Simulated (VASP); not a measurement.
The system is SrTiO3.

```xyz
5
Lattice="3.9053 0.0000 0.0000 0.0000 3.9053 0.0000 0.0000 0.0000 3.9053" Properties=species:S:1:pos:R:3 pbc="T T T"
Sr    1.9526    1.9526    1.9526
Ti    0.0000    0.0000    0.0000
O     1.9526    0.0000    0.0000
O     0.0000    1.9526    0.0000
O     0.0000    0.0000    1.9526
```

* Program: VASP 6.6.1
* Task: relaxation of cell and atoms
* Functional: PBE
* Potentials or basis: VASP PAW PBE potentials, release 64 (Sr_sv, Ti_sv, O)
* Cutoff: 600 eV
* k mesh: 8 × 8 × 8
* Occupations: gaussian, width 0.02 eV
* Spin: no spin polarisation

At the start: pressure 4.7 GPa; volume 11.91 Å³/atom.

Task: Where does the relaxation end?

Result: Over 3 steps the energy falls by 4.6 meV/atom and the volume is 12.23 Å³/atom (+2.7 %); space group Pm-3m (No. 221, to 0.05 Å).

Step by step:
```tsv
step	energy change (eV)	largest force (eV/Å)	pressure (GPa)	volume (Å³)
1	0.0000	0.0000	4.69	59.56
2	-0.0057	0.0000	-3.75	62.62
3	-0.0232	0.0000	-0.02	61.17
```

Final structure:
```
Sr Ti O
1.0
     3.94020    0.00000    0.00000
     0.00000    3.94020    0.00000
     0.00000    0.00000    3.94020
Sr Ti O
1 1 3
Direct
  0.50000 0.50000 0.50000
  0.00000 0.00000 0.00000
  0.50000 0.00000 0.00000
  0.00000 0.50000 0.00000
  0.00000 0.00000 0.50000
```
